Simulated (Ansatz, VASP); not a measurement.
# One calculation of BiO5, two programs

```
CELL_PARAMETERS angstrom
3.03373 1.75153 2.43986
-3.03373 1.75153 2.43986
0.00000 -3.50305 2.43986
ATOMIC_POSITIONS crystal
Bi 0.00000 0.00000 0.00000
O 0.41930 0.41930 0.41930
O 0.58070 0.58070 0.58070
O 0.00000 0.50000 0.00000
O 0.00000 0.00000 0.50000
O 0.50000 0.00000 0.00000
```

Alike in both runs: functional PBE; k mesh 4 × 4 × 4; occupations gaussian, width 0.2 eV; no spin polarisation.

Ansatz relaxed the structure, and its values are those at the end. VASP's run is a single point on that final structure, the one shown.

|  | VASP | Ansatz |
| --- | --- | --- |
| version | VASP 6.6.1 | Ansatz 0.2.0 |
| potentials or method | VASP PAW PBE potentials, release 64 (Bi_d, O), cutoff 600 eV | scalar-relativistic, plane waves, PAW |
| valence electrons in the cell | 45 | 45 |

|  | VASP | Ansatz | Ansatz less VASP |
| --- | --- | --- | --- |
| gap on the k mesh at the Fermi level (eV) | none | none | - |
| pressure (GPa) | 1.8 | 0.5 | -1.32 |
| rms of the force components (eV/Å) | 0.546 | 0.006 | -0.5400 |

A gap of «none» marks a metal or a gap that the smearing closes. With one functional, cell and mesh, what is left measures potentials, basis and numerics.

The k mesh is coarse, so the values compare programs but aren't converged. Spin-orbit coupling is off throughout. Noted on VASP's run: the standard files for N, O and F lose accuracy on very short bonds.
